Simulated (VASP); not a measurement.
Wanted: the native input for a VASP 6.6.1 run.

```yaml
Task: single point
Functional: PBEsol
Potentials_or_basis: VASP PAW PBE potentials, release 64 (Sn_d, O)
Cutoff: 520 eV
k_mesh: 12 × 12 × 12
Occupations: gaussian, width 0.05 eV
Spin: no spin polarisation
Dipole_correction: no
Further_INCAR_settings: ALGO = Normal; EDIFF = 1e-07; NBANDS = 20
```

The structure of SnO2 lies in POSCAR:

```
SnO2
1.0
    1.6856500000      0.9732104813      4.6455666667
   -1.6856500000      0.9732104813      4.6455666667
    0.0000000000     -1.9464209625      4.6455666667
Sn O
1 2
Direct
    0.5000000000      0.5000000000      0.5000000000
    0.2414378084      0.2414378084      0.2414378084
    0.7585621916      0.7585621916      0.7585621916
```

These files were run (other wordings do the same):

INCAR

```
PREC = Accurate
ENCUT = 520
EDIFF = 1E-7
ISMEAR = 0
SIGMA = 0.05
LREAL = False
LASPH = True
NELM = 60
ALGO = Normal
ISIF = 2
LWAVE = False
LCHARG = False
GGA = PS
NBANDS = 20
```

KPOINTS

```
regular mesh
0
Gamma
  12 12 12
```

Potentials or basis: VASP PAW PBE potentials, release 64 (Sn_d, O).

Launch:

```console
$ cat potpaw_PBE.64/Sn_d/POTCAR potpaw_PBE.64/O/POTCAR > POTCAR
$ mpirun -np 1 vasp_std > vasp.out
```

Results of the run:

| Quantity | Value |
| --- | --- |
| Pressure | -17.0 GPa |
| Largest force | 1.222 eV/Å |
| Band gap on the k mesh | 0.89 eV, direct |

Caveat: the PAW data sets were made with another functional, which shifts forces and pressure a little; spin-orbit coupling is left out, which moves the levels of the heavy elements.

It took 3.4 min on 1 thread of Intel(R) Xeon(R) Platinum 8488C (Sapphire Rapids), with other jobs on the host, peak memory 0.34 GiB.
